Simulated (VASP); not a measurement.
Runs of VASP 6.6.1 on PbS. The structure is that of space group Fm-3m (No. 225), or close to it. The cells are those of the table. 

```tsv
task	cell	cutoff (eV)	ions in elastic constants	gap on the mesh (eV)	pressure (GPa)
single point	a = 4.174 Å, angles 60.0°, 2 atoms	520	-	0.31	0.0
single point	a = 4.146 Å, angles 60.0°, 2 atoms	520	-	0.12	1.2
single point	a = 4.216, b = 4.174 Å, angles 60.3, 59.3, 60.3°, 2 atoms	520	-	0.26	-1.1
single point	a = 4.118 Å, angles 60.0°, 2 atoms	520	-	0.03	2.6
single point	a = 4.202 Å, angles 60.0°, 2 atoms	520	-	0.27	-1.2
single point	a = 4.229 Å, angles 60.0°, 2 atoms	520	-	(b)	-2.2
single point	a = 4.207 Å, angles 60.0°, 2 atoms	520	-	0.29	-1.4
single point	a = 4.194 Å, angles 60.0°, 2 atoms	520	-	0.25	(a)
```

Alike in all rows: level PBEsol; potentials or basis VASP PAW PBE potentials, release 64 (Pb_d, S); no spin polarisation; k mesh 10 × 10 × 10; smearing gaussian 0.05 eV.

Fill in the values left out.

(a) -0.9; (b) 0.34.

Caveats: the PAW data sets were made with another functional, which shifts forces and pressure a little; spin-orbit coupling is left out, which moves the levels of the heavy elements.

A k mesh can miss the band edges, and the runs leave out spin-orbit coupling on Pb.
